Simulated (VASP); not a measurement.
Cu2O: single point with PBE+D3(BJ)

**Measured values to compare with.**

From “Importance of surface oxygen vacancies for ultrafast hot carrier relaxation and transport in Cu2O”, 2021, arxiv:2103.03167, for a bulk crystal of Cu2O: band gap 2.17 eV (direct).

Cu2O:

```
Cu O
1.0
     4.25325    0.00000    0.00000
     0.00000    4.25325    0.00000
     0.00000    0.00000    4.25325
Cu O
4 2
Direct
  0.25000 0.25000 0.25000
  0.25000 0.75000 0.75000
  0.75000 0.75000 0.25000
  0.75000 0.25000 0.75000
  0.00000 0.00000 0.00000
  0.50000 0.50000 0.50000
```

```yaml
Program: VASP 6.6.1
Task: single point
Functional: PBE
Dispersion: D3(BJ)
Potentials_or_basis: VASP PAW PBE potentials, release 64 (Cu, O)
Cutoff: 600 eV
k_mesh: 4 × 4 × 4
Occupations: gaussian, width 0.02 eV
Spin: no spin polarisation
Dipole_correction: no
Further_INCAR_settings: ALGO = Normal; EDIFF = 1e-06; NBANDS = 37
```

* Pressure: 0.9 GPa
* Band gap on the k mesh: 0.55 eV
* Dispersion energy per atom: -0.310 eV

Levels at points of the mesh, in eV from the valence-band top:
```csv
k point,band 24,band 25,band 26,band 27,band 28,band 29,band 30,band 31,band 32,band 33
"(0.00, 0.00, 0.00)",-1.59,-1.59,0.00,0.00,0.00,0.55,1.23,1.23,7.98,7.98
"(0.50, 0.00, 0.00)",-1.70,-1.21,-1.21,-0.40,-0.40,2.28,2.28,4.24,4.24,7.45
"(0.50, 0.50, 0.00)",-1.49,-1.22,-1.22,-0.66,-0.66,1.92,1.92,3.87,3.87,6.83
"(0.50, 0.50, 0.50)",-1.64,-0.99,-0.58,-0.58,-0.58,2.45,2.45,2.45,4.91,4.91
```

It took 58 s on 1 thread of Intel Xeon 8259CL, on a shared host, peak memory 0.21 GiB.

Measured gap of Cu2O: 2.17 eV (direct; quoted in “Importance of surface oxygen vacancies for ultrafast hot carrier relaxation and transport in Cu2O”, 2021, arxiv:2103.03167). This calculation gives 0.55 eV (-1.62 eV). So large a miss can be the level of theory's own, or it may mean another phase, state or a wrong row. The value is that of PBE+D3(BJ), without temperature or zero-point motion. Semilocal functionals fall short of measured gaps as a rule.
